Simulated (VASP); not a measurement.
# BaZrO3 (Pm-3m) in VASP: notebook, part 3 of 3

VASP 6.6.1. The steps go on from the part before.

### 5 Relaxation of cell and atoms, PBEsol, target pressure 15 GPa, at which the enthalpy is minimised

Contents of INCAR:

```
SYSTEM = BaZrO3
ALGO = Normal
EDIFF = 1E-7
EDIFFG = -0.002
ENCUT = 600
GGA = PS
IBRION = 2
ISIF = 3
ISMEAR = 0
LASPH = .True.
LCHARG = .False.
LREAL = .False.
LWAVE = .False.
NELM = 80
NSW = 100
PREC = Accurate
PSTRESS = 150.0
SIGMA = 0.01
```

Contents of KPOINTS:

```
k-points
0
Gamma
  4 4 4
  0 0 0
```

Contents of POSCAR:

```
BaZrO3
1.0
    4.1806150114      0.0000000000      0.0000000000
    0.0000000000      4.1806150114      0.0000000000
    0.0000000000      0.0000000000      4.1806150114
Ba Zr O
1 1 3
Direct
    0.0000000000      0.0000000000      0.0000000000
    0.5000000000      0.5000000000      0.5000000000
    0.0000000000      0.5000000000      0.5000000000
    0.5000000000      0.0000000000      0.5000000000
    0.5000000000      0.5000000000      0.0000000000
```

Potentials or basis: VASP PAW PBE potentials, release 64 (Ba_sv, Zr_sv, O).

Run with:

```sh
$ cat potpaw_PBE.64/Ba_sv/POTCAR potpaw_PBE.64/Zr_sv/POTCAR potpaw_PBE.64/O/POTCAR > POTCAR
$ mpirun -np 1 vasp_std > vasp.out
```

OUTCAR:

```text
SYSTEM = BaZrO3
   EDIFF = 1E-7
   EDIFFG = -0.002
   ENCUT = 600
   GGA = PS
   IBRION = 2
   ISIF = 3
   ISMEAR = 0
   LASPH = .True.
   LREAL = .False.
   NELM = 80
   NSW = 100
   PREC = Accurate
   PSTRESS = 150.0

 ion  position               nearest neighbor table
   1  0.000  0.000  0.000-   3 2.96   4 2.96   5 2.96   3 2.96   4 2.96   3 2.96   5 2.96   3 2.96
                             4 2.96   5 2.96   4 2.96   5 2.96   2 3.62   2 3.62   2 3.62   2 3.62
   2  0.500  0.500  0.500-   3 2.09   4 2.09   5 2.09   5 2.09   4 2.09   3 2.09   1 3.62   1 3.62
                             1 3.62   1 3.62   1 3.62   1 3.62   1 3.62   1 3.62
   3  0.000  0.500  0.500-   2 2.09   2 2.09   1 2.96   1 2.96   1 2.96   1 2.96
   4  0.500  0.000  0.500-   2 2.09   2 2.09   1 2.96   1 2.96   1 2.96   1 2.96
   5  0.500  0.500  0.000-   2 2.09   2 2.09   1 2.96   1 2.96   1 2.96   1 2.96

  LATTYP: Found a simple cubic cell.
 ALAT       =     4.1806150114

  Lattice vectors:

 A1 = (   4.1806150114,   0.0000000000,   0.0000000000)
 A2 = (   0.0000000000,   4.1806150114,   0.0000000000)
 A3 = (   0.0000000000,   0.0000000000,   4.1806150114)

Analysis of symmetry for initial positions (statically):
=====================================================================
 Subroutine PRICEL returns:
 Original cell was already a primitive cell.

 Routine SETGRP: Setting up the symmetry group for a
 simple cubic supercell.
[... 151 lines left out ...]

 number of electron      40.0000005 magnetization

 Free energy of the ion-electron system (eV)
  ---------------------------------------------------
  ext. energy  EPLUGINS =         0.00000000
  ---------------------------------------------------
  free energy    TOTEN  =       -43.61677124 eV

  energy without entropy =      -43.61677124  energy(sigma->0) =      -43.61677124

------------------------ aborting loop because EDIFF is reached ----------------------------------------

  FORCE on cell =-STRESS in cart. coord.  units (eV):
  Direction    XX          YY          ZZ          XY          YZ          ZX
  --------------------------------------------------------------------------------------
  -------------------------------------------------------------------------------------
  Total        0.4878684      0.4878684      0.4878684     -0.0000000     -0.0000000      0.0000000
  in kB       10.6977581     10.6977581     10.6977581     -0.0000000     -0.0000000      0.0000000
  external PRESSURE =    -139.3022419 kB  Pullay stress =     150.0000000 kB
[... 233 lines left out ...]
--------------------------------------- Ionic step        7  -------------------------------------------

 number of electron      39.9999987 magnetization

 Free energy of the ion-electron system (eV)
  ---------------------------------------------------
  ext. energy  EPLUGINS =         0.00000000
  ---------------------------------------------------
  free energy    TOTEN  =       -43.37868409 eV

  energy without entropy =      -43.37868409  energy(sigma->0) =      -43.37868409

 E-fermi :   4.3539     XC(G=0): -11.4256

 val. band max:        4.2211744861   @ k =   0.5000   0.5000   0.5000
 cond. band min:       7.4733772784   @ k =   0.0000   0.0000   0.0000
 fundamental gap:      3.2522027923
 Fermi energy:         4.3539276051

 k-point     1 :       0.0000    0.0000    0.0000
  band No.  band energies     occupation
      1     -42.1785      2.00000
      2     -20.8010      2.00000
      3     -20.5111      2.00000
      4     -20.5111      2.00000
      5     -20.5111      2.00000
      6     -12.1901      2.00000
[... 295 lines left out ...]
  energy  without entropy=      -43.3786840920  energy(sigma->0) =      -43.37868409

  enthalpy is  TOTEN    =       -37.0079944507 eV   P V=        6.3706896413

 reached required accuracy - stopping structural energy minimisation
```

CONTCAR:

```text
BaZrO3
   1.00000000000000
     4.0825852031738030   -0.0000000000000000    0.0000000000000000
    -0.0000000000000000    4.0825852031738030    0.0000000000000000
    -0.0000000000000000   -0.0000000000000000    4.0825852031738030
  Ba              Zr              O
     1     1     3
Direct
     0.0000000000000000    0.0000000000000000    0.0000000000000000
     0.5000000000000000    0.5000000000000000    0.5000000000000000
     0.0000000000000000    0.5000000000000000    0.5000000000000000
     0.5000000000000000    0.0000000000000000    0.5000000000000000
     0.5000000000000000    0.5000000000000000    0.0000000000000000

  0.00000000E+00  0.00000000E+00  0.00000000E+00
  0.00000000E+00  0.00000000E+00  0.00000000E+00
  0.00000000E+00  0.00000000E+00  0.00000000E+00
  0.00000000E+00  0.00000000E+00  0.00000000E+00
  0.00000000E+00  0.00000000E+00  0.00000000E+00
```

Wall time 60 s (1 thread of Intel Xeon 6975P-C (Granite Rapids), shared host); peak memory 0.22 GiB.

Results:

```
Free energy                                            : -43.3787 eV
Relaxed volume                                         : 13.61 Å³/atom
Relaxed cell                                           : a = 4.083 Å, b = 4.083 Å, c = 4.083 Å, α = 90.00°, β = 90.00°, γ = 90.00°
Space group after relaxing (to 0.05 Å)                 : Pm-3m (No. 221)
Energy change on relaxing (the enthalpy is what falls) : +47.6 meV/atom
Ionic steps                                            : 7
Pressure after relaxing                                : 15.0 GPa
Band gap on the k mesh                                 : 3.25 eV, indirect (least direct gap 3.36 eV)
```

Step by step:
| step | energy change (eV) | largest force (eV/Å) | pressure (GPa) | volume (Å³) |
| --- | --- | --- | --- | --- |
| 1 | 0.0000 | 0.0000 | 1.07 | 73.07 |
| 2 | 1.6869 | 0.0000 | 49.33 | 60.44 |
| 3 | 0.2224 | 0.0000 | 14.44 | 68.22 |
| 4 | 0.2359 | 0.0000 | 14.92 | 68.07 |
| 5 | 0.2451 | 0.0000 | 15.25 | 67.97 |
| 6 | 0.2281 | 0.0000 | 14.64 | 68.15 |
| 7 | 0.2381 | 0.0000 | 15.00 | 68.05 |

Final structure:
```yaml
crystal:
  lattice:
    - [4.08259, 0.00000, 0.00000]
    - [0.00000, 4.08259, 0.00000]
    - [0.00000, 0.00000, 4.08259]
  atoms:
    - { symbol: Ba, position: [0.00000, 0.00000, 0.00000] }
    - { symbol: Zr, position: [0.50000, 0.50000, 0.50000] }
    - { symbol: O, position: [0.00000, 0.50000, 0.50000] }
    - { symbol: O, position: [0.50000, 0.00000, 0.50000] }
    - { symbol: O, position: [0.50000, 0.50000, 0.00000] }
```

Caveat: the cell is relaxed towards a set pressure, so the enthalpy falls and the energy may rise; the PAW data sets were made with another functional, which shifts forces and pressure a little; spin-orbit coupling is left out, which moves the levels of the heavy elements.

### 6 Single point, PBEsol

Contents of INCAR:

```
SYSTEM = BaZrO3
ALGO = Normal
EDIFF = 1E-6
ENCUT = 520
GGA = PS
ISIF = 2
ISMEAR = -1
LASPH = .TRUE.
LCHARG = .TRUE.
LELF = .TRUE.
LREAL = .FALSE.
LVHAR = .TRUE.
LWAVE = .FALSE.
NBANDS = 28
NELM = 80
PREC = Accurate
SIGMA = 0.05
```

Contents of KPOINTS:

```
k-points
0
G
  8 8 8
  0 0 0
```

POSCAR is that of step 5.

Potentials or basis: VASP PAW PBE potentials, release 64 (Ba_sv, Zr_sv, O).

Run with:

```sh
$ cat potpaw_PBE.64/Ba_sv/POTCAR potpaw_PBE.64/Zr_sv/POTCAR potpaw_PBE.64/O/POTCAR > POTCAR
$ mpirun -np 1 vasp_std > vasp.out
```

It took 22 s on 1 thread of Intel Xeon 6975P-C (Granite Rapids), shared host; peak memory 0.22 GiB.

Results (log left out):

```yaml
Free_energy: -43.6210 eV
Pressure: 1.2 GPa
Band_gap_on_the_k_mesh: 3.12 eV, indirect (least direct gap 3.33 eV)
```

Levels at points of the mesh, in eV from the valence-band top:
```
           k point  band 17  band 18  band 19  band 20  band 21  band 22  band 23  band 24
(0.00, 0.00, 0.00)    -1.01    -0.21    -0.21    -0.21     3.12     3.12     3.12     4.55
(0.50, 0.00, 0.00)    -1.77    -1.74    -0.44    -0.44     3.59     5.74     5.74     6.39
(0.50, 0.50, 0.00)    -0.94    -0.94    -0.77    -0.08     5.70     5.70     6.47     6.49
(0.50, 0.50, 0.50)    -2.57     0.00     0.00     0.00     5.93     5.93     5.93     7.06
```

Caveat: the PAW data sets were made with another functional, which shifts forces and pressure a little; spin-orbit coupling is left out, which moves the levels of the heavy elements. As with any semilocal functional, this PBEsol gap is likely too small.

### 7 Summary

| task | cell | k mesh | cutoff (eV) | smearing | gap on the mesh (eV) | pressure (GPa) |
| --- | --- | --- | --- | --- | --- | --- |
| relaxation of cell and atoms | relaxed to 4 GPa from a = 4.181 Å, 5 atoms | 4 × 4 × 4 | 600 | gaussian 0.01 eV | 3.15 | 4.0 |
| relaxation of cell and atoms | relaxed to 7 GPa from a = 4.181 Å, 5 atoms | 4 × 4 × 4 | 600 | gaussian 0.01 eV | 3.18 | 7.0 |
| relaxation of cell and atoms | relaxed to 10 GPa from a = 4.181 Å, 5 atoms | 4 × 4 × 4 | 600 | gaussian 0.01 eV | 3.21 | 10.0 |
| relaxation of cell and atoms | relaxed to 15 GPa from a = 4.181 Å, 5 atoms | 4 × 4 × 4 | 600 | gaussian 0.01 eV | 3.25 | 15.0 |
| single point | a = 4.181 Å, 5 atoms | 8 × 8 × 8 | 520 | fermi-dirac 0.05 eV | 3.12 | 1.2 |

Alike in all rows: level PBEsol; potentials or basis VASP PAW PBE potentials, release 64 (Ba_sv, Zr_sv, O); no spin polarisation.

Caveats: the PAW data sets were made with another functional, which shifts forces and pressure a little; spin-orbit coupling is left out, which moves the levels of the heavy elements; the cell is relaxed towards a set pressure, so the enthalpy falls and the energy may rise (some runs).

Absolute energies hang on the potentials; compare differences alone.
